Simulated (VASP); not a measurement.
Write the native input for VASP 6.6.1 that does the following.

- Task: G0W0 quasiparticle levels
- Functional: PBE
- Potentials or basis: VASP PAW PBE potentials, release 64 (Zr_sv_GW, S_GW)
- Cutoff: 500 eV
- k mesh: 6 × 6 × 2
- Occupations: gaussian, width 0.01 eV
- Spin: no spin polarisation
- Dipole correction: no
- GW scheme: G0W0
- GW iterations: 1
- Cutoff of the response function: 120
- Frequency points: 96
- Empty bands: 204
- Further INCAR settings: ALGO = EVGW0; EDIFF = 1e-08; NBANDS = 216

ZrS2:

```
CELL_PARAMETERS angstrom
3.67440 0.00000 0.00000
-1.83720 3.18212 0.00000
0.00000 0.00000 5.85686
ATOMIC_POSITIONS crystal
Zr 0.00000 0.00000 0.00000
S 0.33333 0.66667 0.24623
S 0.66667 0.33333 0.75377
```

These files were run (other wordings do the same):

POSCAR

```
ZrS2
1.0
    3.6743994548      0.0000000000      0.0000000000
   -1.8371997274      3.1821232716      0.0000000000
    0.0000000000      0.0000000000      5.8568616098
Zr S
1 2
Direct
    0.0000000000      0.0000000000      0.0000000000
    0.3333333333      0.6666666667      0.2462322151
    0.6666666667      0.3333333333      0.7537677849
```

INCAR.step1

```
SYSTEM = ZrS2
ALGO = Normal ; EDIFF = 1E-8
ENCUT = 500 ; GGA = PE
ISMEAR = 0 ; LASPH = .True.
LCHARG = .False. ; LREAL = .False.
LWAVE = .True. ; NELM = 100
PREC = Accurate ; SIGMA = 0.01
```

INCAR.step2

```
SYSTEM = ZrS2
ALGO = Exact ; EDIFF = 1E-8
ENCUT = 500 ; GGA = PE
ISMEAR = 0 ; ISTART = 1
LASPH = .True. ; LCHARG = .False.
LOPTICS = .True. ; LREAL = .False.
LWAVE = .True. ; NBANDS = 216
NELM = 1 ; PREC = Accurate
SIGMA = 0.01
```

INCAR.step3

```
SYSTEM = ZrS2
ALGO = EVGW0 ; EDIFF = 1E-8
ENCUT = 500 ; ENCUTGW = 120.0
GGA = PE ; ISMEAR = 0
ISTART = 1 ; LASPH = .True.
LCHARG = .False. ; LREAL = .False.
LWAVE = .False. ; NBANDS = 216
NBANDSGW = 20 ; NELMGW = 1
NOMEGA = 96 ; OMEGAMAX = 30
PREC = Accurate ; PRECFOCK = Fast
SIGMA = 0.01
```

KPOINTS

```
k-points
0
Gamma
  6 6 2
  0 0 0
```

Potentials or basis: VASP PAW PBE potentials, release 64 (Zr_sv_GW, S_GW).

Run with:

```sh
$ cat potpaw_PBE.64/Zr_sv_GW/POTCAR potpaw_PBE.64/S_GW/POTCAR > POTCAR
$ cp INCAR.step1 INCAR
$ mpirun -np 1 vasp_std > vasp.out
$ cp INCAR.step2 INCAR
$ mpirun -np 1 vasp_std > vasp.out
$ cp INCAR.step3 INCAR
$ mpirun -np 1 vasp_std > vasp.out
```

Results of the run:

```
Quasiparticle gap                                   : 1.76 eV
Least direct quasiparticle gap                      : 2.51 eV
Band gap of the starting levels on the mesh         : 0.88 eV
Least direct gap of the starting levels on the mesh : 1.49 eV
```

Caveat: the k points lie up to 0.54 Å⁻¹ apart; bands, screening cutoff and mesh are small and nothing is extrapolated, so the quasiparticle values aren't converged.

Run time: 22 min on 1 thread of AMD EPYC 9R45 96-Core Processor (Zen 5), on a shared host, peak memory 1.2 GiB.
